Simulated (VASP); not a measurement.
# SiC (P6_3mc) in VASP: notebook, part 2 of 2

VASP 6.6.1. Earlier steps stand in the parts before.

## Step 4: Relaxation of cell and atoms, PBEsol, target pressure 35 GPa, at which the enthalpy is minimised

This run uses another cell than the first one, of 9.64 Å³/atom, 0.932 times its volume.

INCAR reads:

```
SYSTEM = SiC
  ALGO = Normal
  EDIFF = 1E-6
  EDIFFG = -0.001
  ENCUT = 600
  GGA = PS
  IBRION = 2
  ISIF = 3
  ISMEAR = 0
  LASPH = .TRUE.
  LCHARG = .FALSE.
  LREAL = .FALSE.
  LWAVE = .FALSE.
  NELM = 100
  NSW = 80
  PREC = Accurate
  PSTRESS = 350.0
  SIGMA = 0.01
```

KPOINTS reads:

```
k-points
0
G
  12 12 6
  0 0 0
```

POSCAR reads:

```
SiC
1.0
    3.0050309540      0.0000000000      0.0000000000
   -1.5025154770      2.6024331453      0.0000000000
    0.0000000000      0.0000000000      4.9282689025
Si C
2 2
Direct
    0.3333333333      0.6666666667      0.0046065008
    0.6666666667      0.3333333333      0.5046065008
    0.3333333333      0.6666666667      0.3803934992
    0.6666666667      0.3333333333      0.8803934992
```

Potentials or basis: VASP PAW PBE potentials, release 64 (Si, C).

The run is started by

```bash
> cat potpaw_PBE.64/Si/POTCAR potpaw_PBE.64/C/POTCAR > POTCAR
> mpirun -np 1 vasp_std > vasp.out
```

OUTCAR:

```text
SYSTEM = SiC
   EDIFF = 1E-6
   EDIFFG = -0.001
   ENCUT = 600
   GGA = PS
   IBRION = 2
   ISIF = 3
   ISMEAR = 0
   LASPH = .TRUE.
   LREAL = .FALSE.
   NELM = 100
   NSW = 80
   PREC = Accurate
   PSTRESS = 350.0

 ion  position               nearest neighbor table
   1  0.333  0.667  0.005-   4 1.84   4 1.84   4 1.84   3 1.85   2 3.01   2 3.01   2 3.01   2 3.01
                             2 3.01   2 3.01
   2  0.667  0.333  0.505-   3 1.84   3 1.84   3 1.84   4 1.85   1 3.01   1 3.01   1 3.01   1 3.01
                             1 3.01   1 3.01
   3  0.333  0.667  0.380-   2 1.84   2 1.84   2 1.84   1 1.85
   4  0.667  0.333  0.880-   1 1.84   1 1.84   1 1.84   2 1.85

  LATTYP: Found a hexagonal cell.
 ALAT       =     3.0050309540
 C/A-ratio  =     1.6400060359

  Lattice vectors:

 A1 = (   3.0050309540,   0.0000000000,   0.0000000000)
 A2 = (  -1.5025154770,   2.6024331453,   0.0000000000)
 A3 = (   0.0000000000,   0.0000000000,   4.9282689025)

Analysis of symmetry for initial positions (statically):
=====================================================================
 Subroutine PRICEL returns:
 Original cell was already a primitive cell.

 Routine SETGRP: Setting up the symmetry group for a
 hexagonal supercell.

 Subroutine GETGRP returns: Found 12 space group operations
 (whereof  6 operations were pure point group operations)
 out of a pool of 24 trial point group operations.

The static configuration has the point symmetry C_3v.
[... 210 lines left out ...]
 E-fermi :  10.9504     XC(G=0): -12.4722

 val. band max:       10.9001880260   @ k =   0.0000   0.0000   0.0000
 cond. band min:      12.5811681862   @ k =   0.3333   0.3333   0.0000
 fundamental gap:      1.6809801601
 Fermi energy:        10.9504463465

 k-point     1 :       0.0000    0.0000    0.0000
  band No.  band energies     occupation
      1      -6.5510      2.00000
      2      -2.0379      2.00000
      3       0.7706      2.00000
      4       9.4952      2.00000
      5       9.4952      2.00000
      6      10.7867      2.00000
      7      10.9002      2.00000
      8      10.9002      2.00000
      9      17.6061      0.00000
     10      18.9132      0.00000
     11      18.9132      0.00000
     12      19.2871      0.00000
[... 420 lines left out ...]
  energy  without entropy=      -31.3561319556  energy(sigma->0) =      -31.35613196

  enthalpy is  TOTEN    =       -23.3555952164 eV   P V=        8.0005367392

[... ionic steps 4 to 7 ...]

--------------------------------------- Ionic step        8  -------------------------------------------

 number of electron      16.0000001 magnetization

------------------------ aborting loop because EDIFF is reached ----------------------------------------
[... 75 lines left out ...]
--------------------------------------- Ionic step       10  -------------------------------------------

 number of electron      16.0000001 magnetization

 Free energy of the ion-electron system (eV)
  ---------------------------------------------------
  ext. energy  EPLUGINS =         0.00000000
  ---------------------------------------------------
  free energy    TOTEN  =       -31.34311686 eV

  energy without entropy =      -31.34311686  energy(sigma->0) =      -31.34311686

 E-fermi :   9.7264     XC(G=0): -12.0380

 val. band max:        9.6673071273   @ k =   0.0000   0.0000   0.0000
 cond. band min:      11.5533297776   @ k =   0.3333   0.3333   0.0000
 fundamental gap:      1.8860226502
 Fermi energy:         9.7264148548

 k-point     1 :       0.0000    0.0000    0.0000
  band No.  band energies     occupation
      1      -6.9406      2.00000
      2      -2.8384      2.00000
      3       0.1653      2.00000
      4       8.2873      2.00000
      5       8.2873      2.00000
      6       9.5594      2.00000
      7       9.6673      2.00000
      8       9.6673      2.00000
      9      15.4620      0.00000
     10      17.0179      0.00000
     11      17.0179      0.00000
     12      17.1063      0.00000
[... 380 lines left out ...]
  energy  without entropy=      -31.3431168571  energy(sigma->0) =      -31.34311686

  enthalpy is  TOTEN    =       -23.3557150705 eV   P V=        7.9874017867

 reached required accuracy - stopping structural energy minimisation
```

OSZICAR:

```text
N       E                     dE             d eps       ncg     rms          rms(c)
DAV:   1     0.392257112627E+02    0.39226E+02   -0.82265E+03  1824   0.135E+03
DAV:   2    -0.325184562226E+02   -0.71744E+02   -0.65683E+02  2676   0.203E+02
DAV:   3    -0.356658233845E+02   -0.31474E+01   -0.31328E+01  2412   0.423E+01
[... 60 lines left out ...]
DAV:   1    -0.313438456592E+02    0.77134E-04   -0.50601E-06  1852   0.204E-02    0.570E-04
DAV:   2    -0.313438456654E+02   -0.62191E-08   -0.88423E-08   912   0.247E-03
   9 F= -.23355714E+02 E0= -.23355714E+02  d E =-.246203E-05
       N       E                     dE             d eps       ncg     rms          rms(c)
DAV:   1    -0.313431176586E+02    0.72800E-03   -0.61508E-05  2192   0.714E-02    0.612E-03
DAV:   2    -0.313431168571E+02    0.80142E-06   -0.18532E-06  1812   0.124E-02
  10 F= -.23355715E+02 E0= -.23355715E+02  d E =-.680019E-06
```

Run time: 45 s. Hardware: 1 thread of Intel Xeon 6975P-C (Granite Rapids), shared host; peak memory 0.18 GiB.

Results:

```yaml
Free_energy: -31.3431 eV
Relaxed_volume: 9.14 Å³/atom
Relaxed_cell: a = 2.953 Å, b = 2.953 Å, c = 4.840 Å, α = 90.00°, β = 90.00°, γ = 120.00°
Space_group_after_relaxing_to_0.05_Å: P6_3mc (No. 186)
Energy_change_on_relaxing_the_enthalpy_is_what_falls: +81.2 meV/atom
Ionic_steps: 10
Pressure_after_relaxing: 35.0 GPa
Band_gap_on_the_k_mesh: 1.89 eV, indirect (least direct gap 4.08 eV)
```

Step by step:
| step | energy change (eV) | largest force (eV/Å) | pressure (GPa) | volume (Å³) |
| --- | --- | --- | --- | --- |
| 1 | 0.0000 | 0.0010 | 18.27 | 38.54 |
| 2 | 1.4482 | 0.0155 | 74.61 | 33.20 |
| 3 | 0.3116 | 0.0067 | 34.45 | 36.62 |
| 4 | 0.3231 | 0.0068 | 34.94 | 36.57 |
| 5 | 0.3316 | 0.0069 | 35.31 | 36.53 |
| 6 | 0.3136 | 0.0255 | 34.53 | 36.61 |
| 7 | 0.3244 | 0.0059 | 35.00 | 36.56 |
| 8 | 0.3238 | 0.0021 | 34.98 | 36.57 |
| 9 | 0.3239 | 0.0012 | 34.98 | 36.57 |
| 10 | 0.3246 | 0.0009 | 35.01 | 36.56 |

Final structure:
```
Si C
1.0
     2.95337    0.00000    0.00000
    -1.47669    2.55770    0.00000
     0.00000    0.00000    4.84039
Si C
2 2
Cartesian
  0.0000 1.7051 0.0222
  1.4767 0.8526 2.4424
  0.0000 1.7051 1.8414
  1.4767 0.8526 4.2616
```

Caveat: the cell is relaxed towards a set pressure, so the enthalpy falls and the energy may rise; the PAW data sets were made with another functional, which shifts forces and pressure a little.

## Step 5: Relaxation of cell and atoms, PBEsol

INCAR reads:

```
SYSTEM = SiC
PREC = Accurate
ENCUT = 600
EDIFF = 1E-6
ISMEAR = 0
SIGMA = 0.02
LREAL = .FALSE.
LASPH = .TRUE.
NELM = 60
ALGO = Normal
ISIF = 3
LWAVE = .FALSE.
LCHARG = .FALSE.
GGA = PS
IBRION = 2
NSW = 100
EDIFFG = -0.005
```

KPOINTS reads:

```
regular mesh
0
G
  12 12 6
  0 0 0
```

POSCAR reads:

```
SiC
1.0
    3.0760363113      0.0000000000      0.0000000000
   -1.5380181557      2.6639255886      0.0000000000
    0.0000000000      0.0000000000      5.0454426704
Si C
2 2
Direct
    0.3333333333      0.6666666667      0.0045198217
    0.6666666667      0.3333333333      0.5045198217
    0.3333333333      0.6666666667      0.3804801783
    0.6666666667      0.3333333333      0.8804801783
```

Potentials or basis: VASP PAW PBE potentials, release 64 (Si, C).

The run is started by

```bash
> cat potpaw_PBE.64/Si/POTCAR potpaw_PBE.64/C/POTCAR > POTCAR
> mpirun -np 1 vasp_std > vasp.out
```

OUTCAR:

```text
SYSTEM = SiC
   PREC = Accurate
   ENCUT = 600
   EDIFF = 1E-6
   ISMEAR = 0
   LREAL = .FALSE.
   LASPH = .TRUE.
   NELM = 60
   ISIF = 3
   GGA = PS
   IBRION = 2
   NSW = 100
   EDIFFG = -0.005

 ion  position               nearest neighbor table
   1  0.333  0.667  0.005-   4 1.88   4 1.88   4 1.88   3 1.90   2 3.09   2 3.09   2 3.09   2 3.09
                             2 3.09   2 3.09
   2  0.667  0.333  0.505-   3 1.88   3 1.88   3 1.88   4 1.90   1 3.09   1 3.09   1 3.09   1 3.09
                             1 3.09   1 3.09
   3  0.333  0.667  0.380-   2 1.88   2 1.88   2 1.88   1 1.90
   4  0.667  0.333  0.880-   1 1.88   1 1.88   1 1.88   2 1.90

  LATTYP: Found a hexagonal cell.
 ALAT       =     3.0760363113
 C/A-ratio  =     1.6402415836

  Lattice vectors:

 A1 = (   3.0760363113,   0.0000000000,   0.0000000000)
 A2 = (  -1.5380181557,   2.6639255886,   0.0000000000)
 A3 = (   0.0000000000,   0.0000000000,   5.0454426704)

Analysis of symmetry for initial positions (statically):
=====================================================================
 Subroutine PRICEL returns:
 Original cell was already a primitive cell.

 Routine SETGRP: Setting up the symmetry group for a
 hexagonal supercell.

 Subroutine GETGRP returns: Found 12 space group operations
 (whereof  6 operations were pure point group operations)
 out of a pool of 24 trial point group operations.

The static configuration has the point symmetry C_3v.
 The point group associated with its full space group is C_6v.

Analysis of symmetry for dynamics (positions and initial velocities):
=====================================================================
 Subroutine PRICEL returns:
 Original cell was already a primitive cell.

 Routine SETGRP: Setting up the symmetry group for a
 hexagonal supercell.

 Subroutine GETGRP returns: Found 12 space group operations
 (whereof  6 operations were pure point group operations)
 out of a pool of 24 trial point group operations.

The dynamic configuration has the point symmetry C_3v.
 The point group associated with its full space group is C_6v.

 Subroutine INISYM returns: Found 12 space group operations
 (whereof  6 operations are pure point group operations),
 and found     1 'primitive' translations

----------------------------------------------------------------------------------------

                                     Primitive cell

  volume of cell :      41.3440

  direct lattice vectors                    reciprocal lattice vectors
     3.076036311  0.000000000  0.000000000     0.325093692  0.187692930  0.000000000
    -1.538018156  2.663925589  0.000000000     0.000000000  0.375385861  0.000000000
     0.000000000  0.000000000  5.045442670     0.000000000  0.000000000  0.198198665

  length of vectors
     3.076036311  3.076036311  5.045442670     0.375385861  0.375385861  0.198198665

  position of ions in fractional coordinates (direct lattice)
     0.333333333  0.666666667  0.004519822
     0.666666667  0.333333333  0.504519822
     0.333333333  0.666666667  0.380480178
     0.666666667  0.333333333  0.880480178

  ion indices of the primitive-cell ions
   primitive index   ion index
                 1           1
                 2           2
                 3           3
[... 65 lines left out ...]
   ISTART =      0    job   : 0-new  1-cont  2-samecut
   ICHARG =      2    charge: 1-file 2-atom 10-const
   ISPIN  =      1    spin polarized calculation?
   LNONCOLLINEAR =      F non collinear calculations
   LSORBIT =      F    spin-orbit coupling
   LASPH  =      T    aspherical Exc in radial PAW
   ENCUT  =  600.0 eV  44.10 Ry    6.64 a.u.   6.14  6.14 10.08*2*pi/ulx,y,z
   NELM   =     60;   NELMIN=  2; NELMDL= -5     # of ELM steps
   EDIFF  = 0.1E-05   stopping-criterion for ELM
   LREAL  =      F    real-space projection
   EDIFFG = -.5E-02   stopping-criterion for IOM
   NSW    =    100    number of steps for IOM
   IBRION =      2    ionic relax: 0-MD 1-quasi-New 2-CG
   NFREE  =      1    steps in history (QN), initial steepest desc. (CG)
   ISIF   =      3    stress and relaxation
   ISYM   =      2    0-nonsym 1-usesym 2-fastsym
   POTIM  = 0.5000    time-step for ionic-motion
   TEBEG  =    0.0;   TEEND  =   0.0 temperature during run
   PSTRESS=    0.0 pullay stress
   NELECT =      16.0000    total number of electrons
   NUPDOWN=      -1.0000    fix difference up-down
   EMIN   =  10.00;   EMAX   =-10.00  energy-range for DOS
   EFERMI =   0.00;   METHOD = LEGACY
   ISMEAR =     0;   SIGMA  =   0.02  broadening in eV -4-tet -1-fermi 0-gaus
   EFERMI_NEDOS =   21; number of points for ismear=-14 and -15
   IALGO  =     38    algorithm
   IMIX   =      4    mixing-type and parameters
     AMIX     =   0.40;   BMIX     =  1.00
     AMIX_MAG =   1.60;   BMIX_MAG =  1.00
  volume/ion in A,a.u.               =      10.34        69.75
  Fermi-wavevector in a.u.,A,eV,Ry     =   1.193009  2.254461 19.364785  1.423272
  Thomas-Fermi vector in A             =   2.329034
   LORBIT       =      0    0 simple, 1 ext, 2 COOP (PROOUT), +10 PAW based schemes
   GGA     = PS    functional components
   LHFCALC =     F    Hartree Fock is set to
   AEXX    =    0.0000 exact exchange contribution
   IVDW    =     0    specifies the selected vdW correction
   LEPSILON=     F    determine dielectric tensor
   LRPA    =     F    only Hartree local field effects (RPA)
 conjugate gradient relaxation of ions
 non-spin polarized calculation
 Gauss-broadening in eV      SIGMA  =   0.02
  energy-cutoff  :      600.00
  volume of cell :       41.34
 maximum number of plane-waves:      1404
 NGX is ok and might be reduce to    28
   NGX = 13   NGY = 13   NGZ = 21

--------------------------------------- Ionic step        1  -------------------------------------------

 number of electron      16.0000000 magnetization

 Free energy of the ion-electron system (eV)
  ---------------------------------------------------
  ext. energy  EPLUGINS =         0.00000000
  ---------------------------------------------------
  free energy    TOTEN  =       -31.82443088 eV

  energy without entropy =      -31.82443088  energy(sigma->0) =      -31.82443088

------------------------ aborting loop because EDIFF is reached ----------------------------------------

  FORCE on cell =-STRESS in cart. coord.  units (eV):
  Direction    XX          YY          ZZ          XY          YZ          ZX
  --------------------------------------------------------------------------------------
  -------------------------------------------------------------------------------------
  Total        0.0647593      0.0647593      0.1121764     -0.0000000      0.0000000      0.0000000
  in kB        2.5095743      2.5095743      4.3470954     -0.0000000      0.0000000      0.0000000
  external PRESSURE =       3.1220813 kB  Pullay stress =       0.0000000 kB
[... 63 lines left out ...]
--------------------------------------- Ionic step        3  -------------------------------------------

 number of electron      16.0000000 magnetization

 Free energy of the ion-electron system (eV)
  ---------------------------------------------------
  ext. energy  EPLUGINS =         0.00000000
  ---------------------------------------------------
  free energy    TOTEN  =       -31.82449670 eV

  energy without entropy =      -31.82449670  energy(sigma->0) =      -31.82449670

 E-fermi :   8.2854     XC(G=0): -11.4949

 val. band max:        8.1959332381   @ k =   0.0000   0.0000   0.0000
 cond. band min:      10.3150638290   @ k =   0.3333   0.3333   0.0000
 fundamental gap:      2.1191305908
 Fermi energy:         8.2854168224

 k-point     1 :       0.0000    0.0000    0.0000
  band No.  band energies     occupation
      1      -7.3850      2.00000
      2      -3.7831      2.00000
      3      -0.5587      2.00000
      4       6.8733      2.00000
      5       6.8733      2.00000
      6       8.0867      2.00000
      7       8.1959      2.00000
      8       8.1959      2.00000
      9      12.9255      0.00000
     10      14.3413      0.00000
     11      14.7838      0.00000
     12      14.7838      0.00000
[... 331 lines left out ...]
 k-point    24 :       0.3333    0.0000    0.1667
  band No.  band energies     occupation
      1      -5.3998      2.00000
      2      -2.8164      2.00000
      3       0.8431      2.00000
      4       2.5051      2.00000
      5       3.4042      2.00000
      6       5.3275      2.00000
      7       6.5784      2.00000
      8       7.0877      2.00000
      9      11.4673      0.00000
     10      12.5739      0.00000
     11      14.9457      0.00000
     12      15.9526      0.00000

 [... further k-points ...]

------------------------ aborting loop because EDIFF is reached ----------------------------------------

  FORCE on cell =-STRESS in cart. coord.  units (eV):
  Direction    XX          YY          ZZ          XY          YZ          ZX
  --------------------------------------------------------------------------------------
  -------------------------------------------------------------------------------------
  Total       -0.0113167     -0.0113167      0.0088394      0.0000000     -0.0000000      0.0000000
  in kB       -0.4379119     -0.4379119      0.3420480      0.0000000     -0.0000000      0.0000000
  external PRESSURE =      -0.1779253 kB  Pullay stress =       0.0000000 kB
[... 19 lines left out ...]
  FREE ENERGIE OF THE ION-ELECTRON SYSTEM (eV)
  ---------------------------------------------------
  free  energy   TOTEN  =       -31.8244966956 eV

  energy  without entropy=      -31.8244966956  energy(sigma->0) =      -31.82449670

 reached required accuracy - stopping structural energy minimisation
```

OSZICAR:

```text
N       E                     dE             d eps       ncg     rms          rms(c)
DAV:   1     0.377176230843E+02    0.37718E+02   -0.81267E+03  1824   0.134E+03
DAV:   2    -0.322601455938E+02   -0.69978E+02   -0.64452E+02  2652   0.198E+02
DAV:   3    -0.353988375859E+02   -0.31387E+01   -0.31214E+01  2388   0.418E+01
[... 17 lines left out ...]
       N       E                     dE             d eps       ncg     rms          rms(c)
DAV:   1    -0.318245220738E+02   -0.89138E-04   -0.12486E-03  2148   0.325E-01    0.386E-02
DAV:   2    -0.318245016880E+02    0.20386E-04   -0.40695E-05  2200   0.506E-02    0.191E-02
DAV:   3    -0.318244970219E+02    0.46660E-05   -0.12585E-05  2184   0.249E-02    0.372E-03
DAV:   4    -0.318244966956E+02    0.32637E-06   -0.13457E-06  1128   0.824E-03
   3 F= -.31824497E+02 E0= -.31824497E+02  d E =-.658159E-04
```

Wall time 28 s (1 thread of Intel Xeon 6975P-C (Granite Rapids), shared host); peak memory 0.19 GiB.

Results:

```
Free energy                            : -31.8245 eV
Relaxed volume                         : 10.35 Å³/atom
Relaxed cell                           : a = 3.077 Å, b = 3.077 Å, c = 5.049 Å, α = 90.00°, β = 90.00°, γ = 120.00°
Space group after relaxing (to 0.05 Å) : P6_3mc (No. 186)
Energy gained by relaxing              : 0.0 meV/atom
Ionic steps                            : 3
Pressure after relaxing                : 0.0 GPa
Largest force after relaxing           : 0.004 eV/Å
Band gap on the k mesh                 : 2.12 eV, indirect (least direct gap 3.85 eV)
```

Forces in eV/Å, atoms in the order of the input:
```
Si   0.000  0.000  0.004
Si   0.000  0.000  0.004
C    0.000  0.000 -0.004
C    0.000  0.000 -0.004
```

Final structure:
```xyz
4
Lattice="3.0772 0.0000 0.0000 -1.5386 2.6650 0.0000 0.0000 0.0000 5.0488" Properties=species:S:1:pos:R:3 pbc="T T T"
Si    0.0000    1.7766    0.0230
Si    1.5386    0.8883    2.5475
C     0.0000    1.7766    1.9208
C     1.5386    0.8883    4.4452
```

Caveat: the PAW data sets were made with another functional, which shifts forces and pressure a little. Expect the measured gap to be larger: semilocal functionals such as PBEsol lack the derivative discontinuity.

## Step 6: Summary

```tsv
task	cell	cutoff (eV)	smearing	gap on the mesh (eV)	pressure (GPa)
single point	a = 3.076, b = 3.076, c = 5.048 Å, angles 90.0, 90.0, 120.0°, 4 atoms	520	gaussian 0.01 eV	2.11	0.4
single point	a = 3.076, b = 3.076, c = 5.048 Å, angles 90.0, 90.0, 120.0°, 4 atoms	520	gaussian 0.02 eV	2.11	0.3
relaxation of cell and atoms	relaxed to 35 GPa from a = 3.005, b = 3.005, c = 4.928 Å, angles 90.0, 90.0, 120.0°, 4 atoms	600	gaussian 0.01 eV	1.89	35.0
relaxation of cell and atoms	relaxed from a = 3.076, b = 3.076, c = 5.045 Å, angles 90.0, 90.0, 120.0°, 4 atoms	600	gaussian 0.02 eV	2.12	0.0
```

Alike in all rows: level PBEsol; potentials or basis VASP PAW PBE potentials, release 64 (Si, C); no spin polarisation; k mesh 12 × 12 × 6.

Caveats: the PAW data sets were made with another functional, which shifts forces and pressure a little; the cell is relaxed towards a set pressure, so the enthalpy falls and the energy may rise (some runs).

Total energies depend on the potentials used, so only differences within one code and one set of settings carry meaning.
